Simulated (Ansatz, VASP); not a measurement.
**Two plane-wave programs on Hf2N**

```
CELL_PARAMETERS angstrom
5.06833 0.00000 0.00000
0.00000 5.25216 0.00000
0.00000 0.00000 3.20058
ATOMIC_POSITIONS crystal
Hf 0.26780 0.32300 0.00000
Hf 0.73220 0.67700 0.00000
Hf 0.76780 0.17700 0.50000
Hf 0.23220 0.82300 0.50000
N 0.00000 0.00000 0.00000
N 0.50000 0.50000 0.50000
```

Change from the starting cell: mode 4 frozen in at -0.205 Å, normal strain along x -0.0350.

Alike in both runs: task single point; functional LDA; k mesh 8 × 8 × 12; occupations gaussian, width 0.15 eV; no spin polarisation.

```csv
,VASP,Ansatz
version,VASP 6.6.1,Ansatz 0.2.0
potentials or method,"VASP PAW LDA potentials, release 64 (Hf_pv, N), cutoff 520 eV","scalar-relativistic, plane waves, PAW"
valence electrons in the cell,50,114
```

```tsv
	VASP	Ansatz	Ansatz less VASP
gap on the k mesh at the Fermi level (eV)	none	none	-
pressure (GPa)	7.1	7.2	+0.10
traceless stress, the component that is largest in VASP (GPa)	-5.22	-5.10	+0.130
rms of the force components (eV/Å)	0.067	0.062	-0.0050
```

Ansatz warns that its potentials were made for another functional, while VASP's fit it. LDA's correlation is that of Perdew and Zunger in VASP and of Perdew and Wang (1992) in Ansatz. Atom by atom the forces differ by 0.005 eV/Å (rms over components). A gap of «none» marks a metal or a gap that the smearing closes. VASP's potentials hold 50 valence electrons a cell and Ansatz's 114, so a difference there can come from the potentials and not from the codes.

Neither program's run includes spin-orbit coupling.
